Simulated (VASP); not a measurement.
The system is BN.

```
CELL_PARAMETERS angstrom
0.00000 3.49532 2.16609
1.25163 0.00000 2.16609
1.25163 3.49532 0.00000
ATOMIC_POSITIONS crystal
B 0.00005 0.00005 0.99995
N 0.66667 0.66667 0.33333
```

```yaml
Program: VASP 6.6.1
Task: relaxation of cell and atoms
Functional: BLYP
Dispersion: D3(BJ)
Potentials_or_basis: VASP PAW PBE potentials, release 64 (B, N)
Cutoff: 600 eV
k_mesh: 10 × 10 × 10
Occupations: gaussian, width 0.01 eV
Spin: no spin polarisation
```

At the start: pressure 0.1 GPa; volume 9.48 Å³/atom.

**Question.** How do energy, volume and symmetry change on relaxing?

**Answer.** Over 16 steps the energy falls by 8.1 meV/atom and the volume is 8.74 Å³/atom (-7.8 %); space group Fmm2 (No. 42, to 0.1 Å) before and after.

Step by step:
| step | energy change (eV) | largest force (eV/Å) | pressure (GPa) | volume (Å³) |
| --- | --- | --- | --- | --- |
| 1 | 0.0000 | 0.0132 | 0.10 | 18.95 |
| 2 | -0.0017 | 0.0381 | -2.79 | 18.97 |
| 3 | -0.0017 | 0.0308 | -2.37 | 18.97 |
| 4 | -0.0033 | 0.0159 | -2.31 | 18.86 |
| 5 | -0.0077 | 0.0291 | -2.12 | 18.56 |
| 6 | -0.0139 | 0.1210 | -1.63 | 17.95 |
| 7 | -0.0091 | 0.3136 | 0.06 | 16.75 |
| 8 | -0.0154 | 0.1754 | -1.24 | 17.60 |
| 9 | -0.0117 | 0.5090 | 2.34 | 17.27 |
| 10 | -0.0161 | 0.0250 | -0.24 | 17.50 |
| 11 | -0.0161 | 0.0290 | -0.22 | 17.50 |
| 12 | -0.0161 | 0.0218 | 0.43 | 17.45 |
| 13 | -0.0162 | 0.0076 | 0.05 | 17.48 |
| 14 | -0.0162 | 0.0225 | -0.09 | 17.48 |
| 15 | -0.0162 | 0.0104 | -0.04 | 17.48 |
| 16 | -0.0162 | 0.0029 | -0.14 | 17.48 |

Final structure:
```xyz
2
Lattice="0.0000 3.2170 2.1670 1.2534 0.0000 2.1670 1.2534 3.2170 0.0000" Properties=species:S:1:pos:R:3 pbc="T T T"
B     1.2534    3.2170    0.0007
N     1.2534    3.2170    2.8889
```

Caveat: the PAW data sets were made with another functional, which shifts forces and pressure a little.
